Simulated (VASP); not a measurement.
Set up this calculation in VASP 6.6.1, as the native input.

```
Task                   : single point
Functional             : PBE
Potentials or basis    : VASP PAW PBE potentials, release 64 (Na_pv, F)
Cutoff                 : 600 eV
k mesh                 : 6 × 6 × 6
Occupations            : gaussian, width 0.01 eV
Spin                   : no spin polarisation
Dipole correction      : no
Further INCAR settings : ALGO = Normal; EDIFF = 1e-06; NBANDS = 14
```

The structure of NaF lies in POSCAR:

```
NaF
1.0
    0.0000000000      2.2179625545      2.2179625545
    2.2179625545      0.0000000000      2.2179625545
    2.2179625545      2.2179625545      0.0000000000
Na F
1 1
Direct
    0.0000000000      0.0000000000      0.0000000000
    0.5000000000      0.5000000000      0.5000000000
```

These files were run (other wordings do the same):

INCAR

```
PREC = Accurate ; ENCUT = 600
EDIFF = 1E-6 ; ISMEAR = 0
SIGMA = 0.01 ; LREAL = False
LASPH = True ; NELM = 120
ALGO = Normal ; ISIF = 2
LWAVE = False ; LCHARG = False
GGA = PE ; NBANDS = 14
GGA_COMPAT = False
```

KPOINTS

```
regular mesh
0
Gamma
  6 6 6
```

Potentials or basis: VASP PAW PBE potentials, release 64 (Na_pv, F).

The run is started by

```bash
$ cat potpaw_PBE.64/Na_pv/POTCAR potpaw_PBE.64/F/POTCAR > POTCAR
$ mpirun -np 1 vasp_std > vasp.out
```

Results of the run:

```json
{
 "Pressure": "11.5 GPa",
 "Band gap on the k mesh": "7.07 eV"
}
```

Caveat: the cell stands under pressure.

It took 15 s on 1 thread of Intel Xeon 8259CL, on a shared host, peak memory 0.15 GiB.
